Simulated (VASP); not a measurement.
Wanted: the native input for a VASP 6.6.1 run.

```yaml
Task: single point
Functional: PBE
Potentials_or_basis: VASP PAW PBE potentials, release 64 (Si, C)
Cutoff: 520 eV
k_mesh: 6 × 6 × 1
Occupations: gaussian, width 0.1 eV
Spin: no spin polarisation
Dipole_correction: no
Further_INCAR_settings: ALGO = Normal; EDIFF = 1e-06; NBANDS = 31
```

The structure of Si4C lies in POSCAR:

```
Si4C
1.0
    2.7895866000      0.0000000000      0.0000000000
   -1.3947933000      2.4158528600      0.0000000000
    0.0000000000      0.0000000000     21.8417344600
Si C
8 2
Direct
    0.3333333300      0.6666666700      0.8500000000
    0.3333333300      0.6666666700      0.0500000000
    0.3333333300      0.6666666700      0.4500000000
    0.3333333300      0.6666666700      0.6500000000
    0.6666666700      0.3333333300      0.9500000000
    0.6666666700      0.3333333300      0.1500000000
    0.6666666700      0.3333333300      0.3500000000
    0.6666666700      0.3333333300      0.5500000000
    0.3333333300      0.6666666700      0.2500000000
    0.6666666700      0.3333333300      0.7500000000
```

These files were run (other wordings do the same):

INCAR

```
SYSTEM = Si4C
ALGO = Normal
EDIFF = 1E-6
ENCUT = 520
GGA = PE
ISIF = 2
ISMEAR = 0
LASPH = .True.
LCHARG = .True.
LELF = .True.
LREAL = .False.
LVHAR = .True.
LWAVE = .False.
NBANDS = 31
NELM = 80
PREC = Accurate
SIGMA = 0.1
```

KPOINTS

```
k-points
0
Gamma
  6 6 1
  0 0 0
```

Potentials or basis: VASP PAW PBE potentials, release 64 (Si, C).

Launch:

```bash
$ cat potpaw_PBE.64/Si/POTCAR potpaw_PBE.64/C/POTCAR > POTCAR
$ mpirun -np 1 vasp_std > vasp.out
```

Results of the run:

- Pressure: -10.2 GPa
- Largest force: 1.515 eV/Å
- Band gap on the k mesh: zero (band 20 reaches 11.13 eV, above the bottom of band 21 at 6.18 eV)

Caveat: the k points lie up to 0.43 Å⁻¹ apart; forces of over 1 eV/Å act on the atoms, so gaps and moduli don't describe the material at rest.

It took 68 s on 1 thread of AMD EPYC 9R45 96-Core Processor (Zen 5), on a shared host, peak memory 0.26 GiB.
